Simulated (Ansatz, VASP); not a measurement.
This is a calculation of TiAl for Ansatz 0.2.0.

input.yaml

```yaml
crystal:
  lattice:
    - [3.2001180175, 0.0, 0.0]
    - [0.0, 3.2001180175, 0.0]
    - [0.0, 0.0, 3.2001180175]
  atoms:
    - { symbol: Ti, position: [0.0, 0.0, 0.0] }
    - { symbol: Al, position: [0.5, 0.5, 0.5] }
hamiltonian:
  xc: pbe0
  pseudopotentials: { kind: paw }
kpoints:
  mp_grid: { grid: [4, 4, 4] }
scf:
  occupations: { method: fermi_dirac, width: 0.05 }
output:
  forces: true
  stress: true
  eigenvalues: true
```

Potentials or basis: Ansatz PAW.

Launch:

```console
$ ansatz run input.yaml --threads 2 --pin off --max-ram 5632MiB --backend cpu --events-out ev --progress --plain --runs-dir out
```

Set up the same calculation for VASP 6.6.1. Potentials there: VASP PAW PBE potentials, release 64 (Ti_sv, Al).

As run (the cutoff follows the program's own potentials):

Contents of POSCAR:

```
TiAl
1.0
    3.2001180175      0.0000000000      0.0000000000
    0.0000000000      3.2001180175      0.0000000000
    0.0000000000      0.0000000000      3.2001180175
Ti Al
1 1
Direct
    0.0000000000      0.0000000000      0.0000000000
    0.5000000000      0.5000000000      0.5000000000
```

The input INCAR.step1:

```
PREC = Accurate
ENCUT = 520
EDIFF = 1E-5
ISMEAR = -1
SIGMA = 0.05
LREAL = False
LASPH = True
NELM = 60
ALGO = Normal
ISIF = 2
LWAVE = True
LCHARG = False
NBANDS = 14
GGA = PE
```

Contents of INCAR.step2:

```
PREC = Accurate
ENCUT = 520
EDIFF = 1E-6
ISMEAR = -1
SIGMA = 0.05
LREAL = False
LASPH = True
NELM = 60
ALGO = Normal
ISIF = 2
LWAVE = False
LCHARG = False
GGA = PE
LHFCALC = True
AEXX = 0.25
PRECFOCK = Normal
NBANDS = 14
ISTART = 1
```

The input KPOINTS:

```
Automatic mesh
0
Gamma
  4 4 4
```

Potentials or basis: VASP PAW PBE potentials, release 64 (Ti_sv, Al).

The run is started by

```console
$ cat potpaw_PBE.64/Ti_sv/POTCAR potpaw_PBE.64/Al/POTCAR > POTCAR
$ cp INCAR.step1 INCAR
$ mpirun -np 1 vasp_std > vasp.out
$ cp INCAR.step2 INCAR
$ mpirun -np 1 vasp_std > vasp.out
```

Both were run:

|  | VASP | Ansatz | Ansatz less VASP |
| --- | --- | --- | --- |
| gap on the k mesh at the Fermi level (eV) | none | none | - |
| pressure (GPa) | -3.5 | -3.1 | +0.39 |

A gap of «none» marks a metal or a gap that the smearing closes. With one functional, cell and mesh, what is left measures potentials, basis and numerics.

The k mesh is coarse, so the values compare programs but aren't converged.
